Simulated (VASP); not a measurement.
A run of VASP 6.6.1 is set up as follows.

File INCAR:

```
PREC = Accurate ; ENCUT = 520
EDIFF = 1E-6 ; ISMEAR = -1
SIGMA = 0.05 ; LREAL = False
LASPH = True ; NELM = 80
ALGO = Normal ; ISIF = 2
LWAVE = False ; LCHARG = False
GGA = PE ; NBANDS = 30
```

KPOINTS

```
regular mesh
0
Gamma
  8 8 3
```

POSCAR

```
Y
1.0
    3.6425441402      0.0000000000      0.0000000000
   -1.8212720701      3.1545357598      0.0000000000
    0.0000000000      0.0000000000     11.8441303500
Y
4
Direct
    0.6666666667      0.3333333333      0.7500000000
    0.0000000000      0.0000000000      0.5000000000
    0.3333333333      0.6666666667      0.2500000000
    0.0000000000      0.0000000000      0.0000000000
```

Potentials or basis: VASP PAW PBE potentials, release 64 (Y_sv).

Command:

```bash
$ cat potpaw_PBE.64/Y_sv/POTCAR > POTCAR
$ mpirun -np 1 vasp_std > vasp.out
```

Q: Predict the band gap on the k mesh.

A: Zero (band 22 reaches 3.60 eV, above the bottom of band 23 at 2.57 eV).

Q: Estimate the pressure.

A: -1.8 GPa.

Stress tensor (GPa, compression positive):
```
-1.61  0.00  0.00
 0.00 -1.61  0.00
 0.00  0.00 -2.18
```
